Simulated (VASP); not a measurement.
# LaO6 (Pm-3m) in VASP: single point with PBE

Aim: the single point of LaO6 with PBE.

All numbers are computed with VASP 6.6.1; they aren't measurements. Logs are shortened: lines on timing, memory, paths and dates and some standing lists are left out, and cuts for length are marked.

**1. The cell of the first run**

Symmetry: Pm-3m, No. 221, cubic system. The conventional cell has a = 4.681 Å, b = 4.681 Å, c = 4.681 Å, α = 90.00°, β = 90.00°, γ = 90.00°. Within 4.4 Å of La (site symmetry m-3m) lie 24 O at 3.37 Å. Within 1.8 Å of O (site symmetry 4mm) lie 1 O at 1.32 Å.

The cell was generated, and may not be a known phase.

**2. Single point, PBE**

The input, INCAR:

```
PREC = Accurate ; ENCUT = 1340
EDIFF = 1E-6 ; ISMEAR = 0
SIGMA = 0.1 ; LREAL = False
LASPH = True ; NELM = 200
ALGO = Normal ; ISIF = 2
LWAVE = False ; LCHARG = True
GGA = PE ; LELF = True
LVHAR = True ; NBANDS = 32
GGA_COMPAT = False ; LMAXMIX = 6
```

The input, KPOINTS:

```
regular mesh
0
Gamma
  4 4 4
```

The input, POSCAR:

```
LaO6
1.0
    4.6810083876      0.0000000000      0.0000000000
    0.0000000000      4.6810083876      0.0000000000
    0.0000000000      0.0000000000      4.6810083876
La O
1 6
Direct
    0.0000000000      0.0000000000      0.0000000000
    0.8591982914      0.5000000000      0.5000000000
    0.1408017086      0.5000000000      0.5000000000
    0.5000000000      0.5000000000      0.8591982914
    0.5000000000      0.5000000000      0.1408017086
    0.5000000000      0.1408017086      0.5000000000
    0.5000000000      0.8591982914      0.5000000000
```

Potentials or basis: VASP PAW PBE potentials, release 64 (La, O_h).

Launch:

```bash
> cat potpaw_PBE.64/La/POTCAR potpaw_PBE.64/O_h/POTCAR > POTCAR
> mpirun -np 1 vasp_std > vasp.out
```

OUTCAR:

```text
PREC = Accurate
   ENCUT = 1340
   EDIFF = 1E-6
   ISMEAR = 0
   LREAL = False
   LASPH = True
   NELM = 200
   ISIF = 2
   GGA = PE

 ion  position               nearest neighbor table
   1  0.000  0.000  0.000-
   2  0.859  0.500  0.500-   3 1.32
   3  0.141  0.500  0.500-   2 1.32
   4  0.500  0.500  0.859-   5 1.32
   5  0.500  0.500  0.141-   4 1.32
   6  0.500  0.141  0.500-   7 1.32
   7  0.500  0.859  0.500-   6 1.32

  LATTYP: Found a simple cubic cell.
 ALAT       =     4.6810083876

  Lattice vectors:

 A1 = (   4.6810083876,   0.0000000000,   0.0000000000)
 A2 = (   0.0000000000,   4.6810083876,   0.0000000000)
 A3 = (   0.0000000000,   0.0000000000,   4.6810083876)

Analysis of symmetry for initial positions (statically):
=====================================================================
 Subroutine PRICEL returns:
 Original cell was already a primitive cell.

 Routine SETGRP: Setting up the symmetry group for a
 simple cubic supercell.

 Subroutine GETGRP returns: Found 48 space group operations
 (whereof 48 operations were pure point group operations)
 out of a pool of 48 trial point group operations.

The static configuration has the point symmetry O_h .

Analysis of symmetry for dynamics (positions and initial velocities):
=====================================================================
 Subroutine PRICEL returns:
 Original cell was already a primitive cell.

 Routine SETGRP: Setting up the symmetry group for a
 simple cubic supercell.

 Subroutine GETGRP returns: Found 48 space group operations
 (whereof 48 operations were pure point group operations)
 out of a pool of 48 trial point group operations.

The dynamic configuration has the point symmetry O_h .

 Subroutine INISYM returns: Found 48 space group operations
 (whereof 48 operations are pure point group operations),
 and found     1 'primitive' translations

----------------------------------------------------------------------------------------

                                     Primitive cell

  volume of cell :     102.5695

  direct lattice vectors                    reciprocal lattice vectors
     4.681008388  0.000000000  0.000000000     0.213629184  0.000000000  0.000000000
     0.000000000  4.681008388  0.000000000     0.000000000  0.213629184  0.000000000
[... 83 lines left out ...]
   NSW    =      0    number of steps for IOM
   IBRION =     -1    ionic relax: 0-MD 1-quasi-New 2-CG
   NFREE  =      0    steps in history (QN), initial steepest desc. (CG)
   ISIF   =      2    stress and relaxation
   ISYM   =      2    0-nonsym 1-usesym 2-fastsym
   POTIM  = 0.5000    time-step for ionic-motion
   TEBEG  =    0.0;   TEEND  =   0.0 temperature during run
   PSTRESS=    0.0 pullay stress
   NELECT =      47.0000    total number of electrons
   NUPDOWN=      -1.0000    fix difference up-down
   EMIN   =  10.00;   EMAX   =-10.00  energy-range for DOS
   EFERMI =   0.00;   METHOD = LEGACY
   ISMEAR =     0;   SIGMA  =   0.10  broadening in eV -4-tet -1-fermi 0-gaus
   EFERMI_NEDOS =   21; number of points for ismear=-14 and -15
   IALGO  =     38    algorithm
   IMIX   =      4    mixing-type and parameters
     AMIX     =   0.40;   BMIX     =  1.00
     AMIX_MAG =   1.60;   BMIX_MAG =  1.00
  volume/ion in A,a.u.               =      14.65        98.88
  Fermi-wavevector in a.u.,A,eV,Ry     =   1.262122  2.385065 21.673430  1.592952
  Thomas-Fermi vector in A             =   2.395546
   LORBIT       =      0    0 simple, 1 ext, 2 COOP (PROOUT), +10 PAW based schemes
   GGA     = PE    functional components
   LHFCALC =     F    Hartree Fock is set to
   AEXX    =    0.0000 exact exchange contribution
   IVDW    =     0    specifies the selected vdW correction
   LEPSILON=     F    determine dielectric tensor
   LRPA    =     F    only Hartree local field effects (RPA)
 non-spin polarized calculation
 Gauss-broadening in eV      SIGMA  =   0.10
  energy-cutoff  :     1340.00
  volume of cell :      102.57
 maximum number of plane-waves:     11536
 NGX is ok and might be reduce to    56
   NGX = 27   NGY = 27   NGZ = 27

 number of electron      47.0000001 magnetization

 Free energy of the ion-electron system (eV)
  ---------------------------------------------------
  ext. energy  EPLUGINS =         0.00000000
  ---------------------------------------------------
  free energy    TOTEN  =       -35.11800836 eV

  energy without entropy =      -35.09062578  energy(sigma->0) =      -35.10431707

 E-fermi :   5.3515     XC(G=0):  -9.3788

 val. band max:        5.1760401113   @ k =   0.5000   0.5000   0.0000
 cond. band min:       5.3714359254   @ k =   0.2500   0.2500   0.2500
 fundamental gap:      0.1953958141
 Fermi energy:         5.3515490831

 k-point     1 :       0.0000    0.0000    0.0000
  band No.  band energies     occupation
      1     -29.7054      2.00000
      2     -19.5285      2.00000
      3     -18.9543      2.00000
      4     -18.9543      2.00000
      5     -13.3204      2.00000
      6     -13.3204      2.00000
[... 339 lines left out ...]
     31       5.6747      0.00000
     32       5.6747      0.00000

------------------------ aborting loop because EDIFF is reached ----------------------------------------

  FORCE on cell =-STRESS in cart. coord.  units (eV):
  Direction    XX          YY          ZZ          XY          YZ          ZX
  --------------------------------------------------------------------------------------
  -------------------------------------------------------------------------------------
  Total       -0.1306203     -0.1306203     -0.1306203     -0.0000000     -0.0000000      0.0000000
  in kB       -2.0403429     -2.0403429     -2.0403429     -0.0000000     -0.0000000      0.0000000
  external PRESSURE =      -2.0403429 kB  Pullay stress =       0.0000000 kB

 VOLUME and BASIS-vectors are now :
 -----------------------------------------------------------------------------
  energy-cutoff  :     1340.00
  volume of cell :      102.57
      direct lattice vectors                 reciprocal lattice vectors
     4.681008388  0.000000000  0.000000000     0.213629184  0.000000000  0.000000000
     0.000000000  4.681008388  0.000000000     0.000000000  0.213629184  0.000000000
     0.000000000  0.000000000  4.681008388     0.000000000  0.000000000  0.213629184

 POSITION                                       TOTAL-FORCE (eV/Angst)
 -----------------------------------------------------------------------------------
      0.00000      0.00000      0.00000         0.000000      0.000000     -0.000000
      4.02191      2.34050      2.34050        -0.010345     -0.000000     -0.000000
      0.65909      2.34050      2.34050         0.010345      0.000000     -0.000000
      2.34050      2.34050      4.02191         0.000000     -0.000000     -0.010345
      2.34050      2.34050      0.65909         0.000000      0.000000      0.010345
      2.34050      0.65909      2.34050         0.000000      0.010345     -0.000000
      2.34050      4.02191      2.34050         0.000000     -0.010345     -0.000000
 -----------------------------------------------------------------------------------
    total drift:                                0.000000      0.000000      0.000000

  FREE ENERGIE OF THE ION-ELECTRON SYSTEM (eV)
  ---------------------------------------------------
  free  energy   TOTEN  =       -35.1180083571 eV

  energy  without entropy=      -35.0906257786  energy(sigma->0) =      -35.10431707
```

It took 4.3 min on 1 thread of AMD EPYC 9R45 (Zen 5), shared host; peak memory 0.48 GiB.

What came out:

| Property | Result |
| --- | --- |
| Free energy | -35.1180 eV |
| Pressure | -0.2 GPa |
| Largest force | 0.010 eV/Å |
| Band gap on the k mesh | zero (an odd number of electrons rules out a gap without spin polarisation) |

Forces in eV/Å, atoms in the order of the input:
```
La   0.000  0.000  0.000
O   -0.010  0.000  0.000
O    0.010  0.000  0.000
O    0.000  0.000 -0.010
O    0.000  0.000  0.010
O    0.000  0.010  0.000
O    0.000 -0.010  0.000
```

Levels at points of the mesh, in eV from the Fermi level:
```csv
k point,band 21,band 22,band 23,band 24,band 25,band 26,band 27,band 28
"(0.00, 0.00, 0.00)",-2.27,-2.27,-0.18,-0.18,0.25,0.29,0.29,0.29
"(0.50, 0.00, 0.00)",-0.68,-0.68,-0.45,-0.45,0.16,0.23,0.30,0.30
"(0.50, 0.50, 0.00)",-0.54,-0.54,-0.46,-0.46,-0.18,0.25,0.25,0.28
"(0.50, 0.50, 0.50)",-1.05,-1.05,-0.22,-0.22,-0.22,0.21,0.21,0.21
```

Caveat: spin-orbit coupling is left out, which moves the levels of the heavy elements; an odd number of electrons without spin polarisation forces a metal; a magnetic or distorted state may lie lower.

The gap in the log of VASP goes by the Fermi energy; the results here count the filled bands.